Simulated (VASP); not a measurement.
# Si3Br (Pm-3m) in VASP: further runs

Si3Br is run at these levels: PBE; tasks: single point.

Program: VASP 6.6.1. These are calculated values, not measurements. Logs are shortened: lines on timing, memory, paths and dates and some standing lists are left out, and cuts for length are marked.

**1. The cell of the first run**

The structure is cubic, space group Pm-3m (No. 221). The conventional cell has a = 4.112 Å, b = 4.112 Å, c = 4.112 Å, α = 90.00°, β = 90.00°, γ = 90.00°. Si (site symmetry 4/mmm) has 8 Si at 2.91 Å and 4 Br at 2.91 Å within 3.8 Å. Within 3.8 Å of Br (site symmetry m-3m) lie 12 Si at 2.91 Å.

**2. Single point, PBE**

File INCAR:

```
SYSTEM = Si3Br
PREC     = Accurate       ! precision mode
ENCUT    = 520            ! plane-wave cutoff, eV
EDIFF    = 1E-7           ! SCF threshold, eV
ISMEAR   = 0              ! smearing method
SIGMA    = 0.1            ! smearing width, eV
LREAL    = .FALSE.        ! projectors in reciprocal space
LASPH    = .TRUE.         ! aspherical terms in the spheres
NELM     = 60             ! most SCF steps
ALGO     = Normal         ! electronic algorithm
ISIF     = 2              ! what is computed and relaxed
LWAVE    = .FALSE.        ! write WAVECAR
LCHARG   = .TRUE.         ! write CHGCAR
GGA      = PE             ! functional
LELF     = .TRUE.         ! ELF
LVHAR    = .TRUE.       
NBANDS   = 18             ! bands
```

File KPOINTS:

```
regular mesh
0
G
  4 4 4
  0 0 0
```

File POSCAR:

```
Si3Br
1.0
    4.1115135700      0.0000000000      0.0000000000
    0.0000000000      4.1115135700      0.0000000000
    0.0000000000      0.0000000000      4.1115135700
Si Br
3 1
Direct
    0.0000000000      0.5000000000      0.5000000000
    0.5000000000      0.0000000000      0.5000000000
    0.5000000000      0.5000000000      0.0000000000
    0.0000000000      0.0000000000      0.0000000000
```

Potentials or basis: VASP PAW PBE potentials, release 64 (Si, Br).

On the command line:

```
$ cat potpaw_PBE.64/Si/POTCAR potpaw_PBE.64/Br/POTCAR > POTCAR
$ mpirun -np 1 vasp_std > vasp.out
```

OUTCAR:

```text
SYSTEM = Si3Br
   PREC = Accurate
   ENCUT = 520
   EDIFF = 1E-7
   ISMEAR = 0
   LREAL = .FALSE.
   LASPH = .TRUE.
   NELM = 60
   ISIF = 2
   GGA = PE

 ion  position               nearest neighbor table
   1  0.000  0.500  0.500-   2 2.91   3 2.91   4 2.91   3 2.91   4 2.91   2 2.91   4 2.91   4 2.91
                             2 2.91   3 2.91   3 2.91   2 2.91
   2  0.500  0.000  0.500-   1 2.91   3 2.91   4 2.91   3 2.91   4 2.91   1 2.91   3 2.91   3 2.91
                             1 2.91   4 2.91   4 2.91   1 2.91
   3  0.500  0.500  0.000-   1 2.91   2 2.91   4 2.91   1 2.91   2 2.91   2 2.91   4 2.91   2 2.91
                             1 2.91   4 2.91   1 2.91   4 2.91
   4  0.000  0.000  0.000-   1 2.91   2 2.91   3 2.91   1 2.91   2 2.91   1 2.91   3 2.91   1 2.91
                             2 2.91   3 2.91   2 2.91   3 2.91

  LATTYP: Found a simple cubic cell.
 ALAT       =     4.1115135700

  Lattice vectors:

 A1 = (   4.1115135700,   0.0000000000,   0.0000000000)
 A2 = (   0.0000000000,   4.1115135700,   0.0000000000)
 A3 = (   0.0000000000,   0.0000000000,   4.1115135700)

Analysis of symmetry for initial positions (statically):
=====================================================================
 Subroutine PRICEL returns:
 Original cell was already a primitive cell.

 Routine SETGRP: Setting up the symmetry group for a
 simple cubic supercell.

 Subroutine GETGRP returns: Found 48 space group operations
[... 9 lines left out ...]

 Routine SETGRP: Setting up the symmetry group for a
 simple cubic supercell.

 Subroutine GETGRP returns: Found 48 space group operations
[... 11 lines left out ...]
                                     Primitive cell

  volume of cell :      69.5033

  direct lattice vectors                    reciprocal lattice vectors
     4.111513570  0.000000000  0.000000000     0.243219433  0.000000000  0.000000000
     0.000000000  4.111513570  0.000000000     0.000000000  0.243219433  0.000000000
     0.000000000  0.000000000  4.111513570     0.000000000  0.000000000  0.243219433

  length of vectors
     4.111513570  4.111513570  4.111513570     0.243219433  0.243219433  0.243219433

  position of ions in fractional coordinates (direct lattice)
     0.000000000  0.500000000  0.500000000
     0.500000000  0.000000000  0.500000000
     0.500000000  0.500000000  0.000000000
     0.000000000  0.000000000  0.000000000

  ion indices of the primitive-cell ions
   primitive index   ion index
                 1           1
                 2           2
                 3           3
                 4           4

----------------------------------------------------------------------------------------

 KPOINTS: regular mesh

Automatic generation of k-mesh.
 Grid dimensions read from file:
 generate k-points for:    4    4    4

 Generating k-lattice:

  Cartesian coordinates                     Fractional coordinates (reciprocal lattice)
     0.060804858  0.000000000  0.000000000     0.250000000  0.000000000  0.000000000
     0.000000000  0.060804858  0.000000000     0.000000000  0.250000000  0.000000000
     0.000000000  0.000000000  0.060804858     0.000000000  0.000000000  0.250000000

  Length of vectors
     0.060804858  0.060804858  0.060804858

  Shift w.r.t. Gamma in fractional coordinates (k-lattice)
     0.000000000  0.000000000  0.000000000

 Subroutine IBZKPT returns following result:
 ===========================================

 Found     10 irreducible k-points:

 Following reciprocal coordinates:
            Coordinates               Weight
  0.000000  0.000000  0.000000      1.000000
  0.250000  0.000000  0.000000      6.000000
  0.500000  0.000000  0.000000      3.000000
  0.250000  0.250000  0.000000     12.000000
  0.500000  0.250000  0.000000     12.000000
  0.500000  0.500000  0.000000      3.000000
  0.250000  0.250000  0.250000      8.000000
  0.500000  0.250000  0.250000     12.000000
  0.500000  0.500000  0.250000      6.000000
  0.500000  0.500000  0.500000      1.000000
   k-points           NKPTS =     10   k-points in BZ     NKDIM =     10   number of bands    NBANDS=     18
   number of dos      NEDOS =    301   number of ions     NIONS =      4
   total plane-waves  NPLWV =  32768
   dimension x,y,z NGX =    32 NGY =   32 NGZ =   32
   dimension x,y,z NGXF=    64 NGYF=   64 NGZF=   64
   ions per type =               3   1
   NGX,Y,Z   is equivalent  to a cutoff of  12.94, 12.94, 12.94 a.u.
   NGXF,Y,Z  is equivalent  to a cutoff of  25.88, 25.88, 25.88 a.u.
 SYSTEM =  Si3Br
   PREC   = accura    normal or accurate (medium, high low for compatibility)
   ISTART =      0    job   : 0-new  1-cont  2-samecut
   ICHARG =      2    charge: 1-file 2-atom 10-const
   ISPIN  =      1    spin polarized calculation?
   LNONCOLLINEAR =      F non collinear calculations
   LSORBIT =      F    spin-orbit coupling
   LASPH  =      T    aspherical Exc in radial PAW
   ENCUT  =  520.0 eV  38.22 Ry    6.18 a.u.   7.64  7.64  7.64*2*pi/ulx,y,z
   NELM   =     60;   NELMIN=  2; NELMDL= -5     # of ELM steps
   EDIFF  = 0.1E-06   stopping-criterion for ELM
   LREAL  =      F    real-space projection
   EDIFFG = 0.1E-05   stopping-criterion for IOM
   NSW    =      0    number of steps for IOM
   IBRION =     -1    ionic relax: 0-MD 1-quasi-New 2-CG
   NFREE  =      0    steps in history (QN), initial steepest desc. (CG)
   ISIF   =      2    stress and relaxation
   ISYM   =      2    0-nonsym 1-usesym 2-fastsym
   POTIM  = 0.5000    time-step for ionic-motion
   TEBEG  =    0.0;   TEEND  =   0.0 temperature during run
   PSTRESS=    0.0 pullay stress
   NELECT =      19.0000    total number of electrons
   NUPDOWN=      -1.0000    fix difference up-down
   EMIN   =  10.00;   EMAX   =-10.00  energy-range for DOS
   EFERMI =   0.00;   METHOD = LEGACY
   ISMEAR =     0;   SIGMA  =   0.10  broadening in eV -4-tet -1-fermi 0-gaus
   EFERMI_NEDOS =   21; number of points for ismear=-14 and -15
   IALGO  =     38    algorithm
   IMIX   =      4    mixing-type and parameters
     AMIX     =   0.40;   BMIX     =  1.00
     AMIX_MAG =   1.60;   BMIX_MAG =  1.00
  volume/ion in A,a.u.               =      17.38       117.26
  Fermi-wavevector in a.u.,A,eV,Ry     =   1.062489  2.007812 15.359374  1.128882
  Thomas-Fermi vector in A             =   2.197941
   LORBIT       =      0    0 simple, 1 ext, 2 COOP (PROOUT), +10 PAW based schemes
   GGA     = PE    functional components
   LHFCALC =     F    Hartree Fock is set to
   AEXX    =    0.0000 exact exchange contribution
   IVDW    =     0    specifies the selected vdW correction
   LEPSILON=     F    determine dielectric tensor
   LRPA    =     F    only Hartree local field effects (RPA)
 non-spin polarized calculation
 Gauss-broadening in eV      SIGMA  =   0.10
  energy-cutoff  :      520.00
  volume of cell :       69.50
 maximum number of plane-waves:      1888
 NGX is ok and might be reduce to    32
   NGX = 15   NGY = 15   NGZ = 15

 number of electron      19.0000002 magnetization

 Free energy of the ion-electron system (eV)
  ---------------------------------------------------
  ext. energy  EPLUGINS =         0.00000000
  ---------------------------------------------------
  free energy    TOTEN  =       -14.02723716 eV

  energy without entropy =      -14.00715408  energy(sigma->0) =      -14.01719562

 E-fermi :   8.3126     XC(G=0): -10.6862

 val. band max:        8.2925874732   @ k =   0.5000   0.2500   0.0000
 cond. band min:       8.3871831351   @ k =   0.2500   0.2500   0.2500
 fundamental gap:      0.0945956619
 Fermi energy:         8.3125859788

 k-point     1 :       0.0000    0.0000    0.0000
  band No.  band energies     occupation
      1      -9.5042      2.00000
      2      -1.9280      2.00000
      3       1.6817      2.00000
      4       1.6817      2.00000
      5       1.6817      2.00000
      6       3.4190      2.00000
[... 10 lines left out ...]
     17      12.6805      0.00000
     18      13.8572      0.00000

 k-point     2 :       0.2500    0.0000    0.0000
  band No.  band energies     occupation
      1      -9.3344      2.00000
      2      -2.4931      2.00000
      3       0.7290      2.00000
      4       2.0316      2.00000
      5       2.0316      2.00000
      6       3.8312      2.00000
[... 10 lines left out ...]
     17      13.7948      0.00000
     18      13.8525      0.00000

 k-point     3 :       0.5000    0.0000    0.0000
  band No.  band energies     occupation
      1      -9.1426      2.00000
      2      -3.1401      2.00000
      3       0.6805      2.00000
      4       2.5384      2.00000
      5       2.5384      2.00000
      6       4.4936      2.00000
[... 10 lines left out ...]
     17      14.7442      0.00000
     18      14.7717      0.00000

 k-point     4 :       0.2500    0.2500    0.0000
  band No.  band energies     occupation
      1      -9.1838      2.00000
      2      -2.4138      2.00000
      3      -0.4490      2.00000
      4       2.2852      2.00000
      5       2.3583      2.00000
      6       3.4991      2.00000
[... 10 lines left out ...]
     17      15.2393      0.00000
     18      16.0452      0.00000

 k-point     5 :       0.5000    0.2500    0.0000
  band No.  band energies     occupation
      1      -9.0166      2.00000
      2      -2.6275      2.00000
      3      -0.5993      2.00000
      4       1.5811      2.00000
      5       2.8115      2.00000
      6       3.5758      2.00000
[... 10 lines left out ...]
     17      17.3061      0.00000
     18      17.4627      0.00000

 k-point     6 :       0.5000    0.5000    0.0000
  band No.  band energies     occupation
      1      -8.8797      2.00000
      2      -1.4312      2.00000
      3      -1.4312      2.00000
      4      -0.6038      2.00000
      5       3.1593      2.00000
      6       5.0665      2.00000
[... 10 lines left out ...]
     17      16.2037      0.00000
     18      17.0962      0.00000

 k-point     7 :       0.2500    0.2500    0.2500
  band No.  band energies     occupation
      1      -9.0504      2.00000
      2      -2.2037      2.00000
      3       0.0441      2.00000
      4       0.0441      2.00000
      5       3.5018      2.00000
      6       3.8288      2.00000
[... 10 lines left out ...]
     17      14.5280      0.00000
     18      14.8605      0.00000

 k-point     8 :       0.5000    0.2500    0.2500
  band No.  band energies     occupation
      1      -8.9047      2.00000
      2      -2.1168      2.00000
      3      -0.5748      2.00000
      4       1.2153      2.00000
      5       1.8824      2.00000
      6       2.2558      2.00000
[... 10 lines left out ...]
     17      16.4745      0.00000
     18      16.7629      0.00000

 k-point     9 :       0.5000    0.5000    0.2500
  band No.  band energies     occupation
      1      -8.7845      2.00000
      2      -0.9200      2.00000
      3      -0.9200      2.00000
      4      -0.1213      2.00000
      5       1.3375      2.00000
      6       3.0751      2.00000
[... 10 lines left out ...]
     17      16.4574      0.00000
     18      17.5603      0.00000

 k-point    10 :       0.5000    0.5000    0.5000
  band No.  band energies     occupation
      1      -8.6835      2.00000
      2       0.3967      2.00000
      3       0.3967      2.00000
      4       0.3967      2.00000
      5       0.8419      2.00000
      6       0.8419      2.00000
[... 10 lines left out ...]
     17      15.3519      0.00000
     18      18.2776      0.00000

------------------------ aborting loop because EDIFF is reached ----------------------------------------

  FORCE on cell =-STRESS in cart. coord.  units (eV):
  Direction    XX          YY          ZZ          XY          YZ          ZX
  --------------------------------------------------------------------------------------
  -------------------------------------------------------------------------------------
  Total        2.6943967      2.6943967      2.6943967      0.0000000      0.0000000     -0.0000000
  in kB       62.1107743     62.1107743     62.1107743      0.0000000      0.0000000     -0.0000000
  external PRESSURE =      62.1107743 kB  Pullay stress =       0.0000000 kB

 VOLUME and BASIS-vectors are now :
 -----------------------------------------------------------------------------
  energy-cutoff  :      520.00
  volume of cell :       69.50
      direct lattice vectors                 reciprocal lattice vectors
     4.111513570  0.000000000  0.000000000     0.243219433  0.000000000  0.000000000
     0.000000000  4.111513570  0.000000000     0.000000000  0.243219433  0.000000000
     0.000000000  0.000000000  4.111513570     0.000000000  0.000000000  0.243219433

 POSITION                                       TOTAL-FORCE (eV/Angst)
 -----------------------------------------------------------------------------------
      0.00000      2.05576      2.05576         0.000000      0.000000      0.000000
      2.05576      0.00000      2.05576         0.000000      0.000000      0.000000
      2.05576      2.05576      0.00000         0.000000      0.000000      0.000000
      0.00000      0.00000      0.00000         0.000000      0.000000      0.000000
 -----------------------------------------------------------------------------------
    total drift:                               -0.000000     -0.000000     -0.000000

  FREE ENERGIE OF THE ION-ELECTRON SYSTEM (eV)
  ---------------------------------------------------
  free  energy   TOTEN  =       -14.0272371562 eV

  energy  without entropy=      -14.0071540821  energy(sigma->0) =      -14.01719562
```

Run time: 7.2 s. Hardware: 1 thread of Intel Xeon Platinum 8488C (Sapphire Rapids), shared host; peak memory 0.16 GiB.

Results:

```
Free energy : -14.0272 eV
Pressure    : 6.2 GPa
```

Levels at points of the mesh, in eV from the Fermi level:
| k point | band 7 | band 8 | band 9 | band 10 | band 11 | band 12 | band 13 | band 14 |
| --- | --- | --- | --- | --- | --- | --- | --- | --- |
| (0.00, 0.00, 0.00) | -4.89 | -0.58 | -0.58 | -0.58 | 2.30 | 2.30 | 2.30 | 3.62 |
| (0.50, 0.00, 0.00) | -3.70 | -2.77 | -2.77 | -1.32 | 1.88 | 1.88 | 2.10 | 2.91 |
| (0.50, 0.50, 0.00) | -2.84 | -2.84 | -0.82 | -0.82 | -0.71 | -0.48 | 3.16 | 3.16 |
| (0.50, 0.50, 0.50) | -7.47 | -6.01 | 1.91 | 1.91 | 1.91 | 6.62 | 6.62 | 6.62 |

Caveat: the k points lie up to 0.38 Å⁻¹ apart; an odd number of electrons without spin polarisation forces a metal; a magnetic or distorted state may lie lower.

[end of part 1 of 2]
